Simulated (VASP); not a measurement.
Runs of VASP 6.6.1 on Ga2B. The structure is that of space group I4_1/amd (No. 141), or close to it. The cells are those of the table. The cell was generated, and may not be a known phase.

```tsv
task	cell	k mesh	cutoff (eV)	gap on the mesh (eV)	pressure (GPa)
relaxation of cell and atoms	relaxed from a = 4.268 Å, angles 101.1, 101.1, 127.8°, 6 atoms	6 × 6 × 6	600	none	0.0
single point	a = 5.370 Å, angles 95.8, 95.8, 142.9°, 6 atoms	6 × 6 × 6	520	none	0.0
single point	a = 4.268 Å, angles 101.1, 101.1, 127.8°, 6 atoms	6 × 6 × 6	520	none	(a)
single point	a = 5.368 Å, angles 95.8, 95.8, 142.8°, 6 atoms	12 × 12 × 12	520	none	0.1
```

Alike in all rows: level PBE; potentials or basis VASP PAW PBE potentials, release 64 (Ga_d, B); no spin polarisation; smearing gaussian 0.1 eV.

Task: Fill in the values left out.

Result: (a) 136.7.

Caveats: the stress differs along the axes, from 111 to 150 GPa (at least some runs).

A k mesh can miss the band edges, and the runs leave out spin-orbit coupling on Ga.

A gap of «none» marks levels without a gap at the run's occupations.
